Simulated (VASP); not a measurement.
Set up this calculation in VASP 6.6.1, as the native input.

```yaml
Task: single point
Functional: PBEsol
Potentials_or_basis: VASP PAW PBE potentials, release 64 (Hf_pv, O)
Cutoff: 520 eV
k_mesh: 11 × 11 × 11
Occupations: fermi-dirac, width 0.1 eV
Spin: no spin polarisation
Dipole_correction: no
k_mesh_for_the_DOS: 17 × 17 × 17
Occupations_for_the_DOS: tetrahedron
Further_INCAR_settings: ALGO = Normal; EDIFF = 1e-06; NBANDS = 18
```

The system is HfO2 (fluorite type).

```
Hf O
1.0
     0.00000    2.34100    2.34100
     2.34100    0.00000    2.34100
     2.34100    2.34100    0.00000
Hf O
1 2
Direct
  0.00000 0.00000 0.00000
  0.25000 0.25000 0.25000
  0.75000 0.75000 0.75000
```

The input as run:

POSCAR

```
HfO2
1.0
    0.0000000000      2.3410010456      2.3410010456
    2.3410010456      0.0000000000      2.3410010456
    2.3410010456      2.3410010456      0.0000000000
Hf O
1 2
Direct
    0.0000000000      0.0000000000      0.0000000000
    0.2500000000      0.2500000000      0.2500000000
    0.7500000000      0.7500000000      0.7500000000
```

INCAR.step1

```
  ALGO = Normal
  EDIFF = 1E-6
  ENCUT = 520
  GGA = PS
  ISIF = 2
  ISMEAR = -1
  LASPH = True
  LCHARG = True
  LMAXMIX = 4
  LREAL = False
  LWAVE = False
  NBANDS = 18
  NELM = 60
  PREC = Accurate
  SIGMA = 0.1
```

KPOINTS.step1

```
k-points
0
Gamma
  11 11 11
```

INCAR.step2

```
  ALGO = Normal
  EDIFF = 1E-6
  ENCUT = 520
  GGA = PS
  ICHARG = 11
  ISIF = 2
  ISMEAR = -5
  LASPH = True
  LCHARG = False
  LMAXMIX = 4
  LORBIT = 10
  LREAL = False
  LWAVE = False
  NBANDS = 18
  NEDOS = 1001
  NELM = 60
  PREC = Accurate
  SIGMA = 0.1
```

KPOINTS.step2

```
k-points
0
Gamma
  17 17 17
```

Potentials or basis: VASP PAW PBE potentials, release 64 (Hf_pv, O).

Run with:

```sh
$ cat potpaw_PBE.64/Hf_pv/POTCAR potpaw_PBE.64/O/POTCAR > POTCAR
$ cp INCAR.step1 INCAR
$ cp KPOINTS.step1 KPOINTS
$ mpirun -np 1 vasp_std > vasp.out
$ cp INCAR.step2 INCAR
$ cp KPOINTS.step2 KPOINTS
$ mpirun -np 1 vasp_std > vasp.out
```

It gave:

| Item | Value |
| --- | --- |
| Valence electrons inside the program's atomic spheres | Hf 9.22; O 5.27 |

Run time: 59 s on 1 thread of Intel(R) Xeon(R) Platinum 8488C (Sapphire Rapids), on a shared host, peak memory 0.2 GiB.
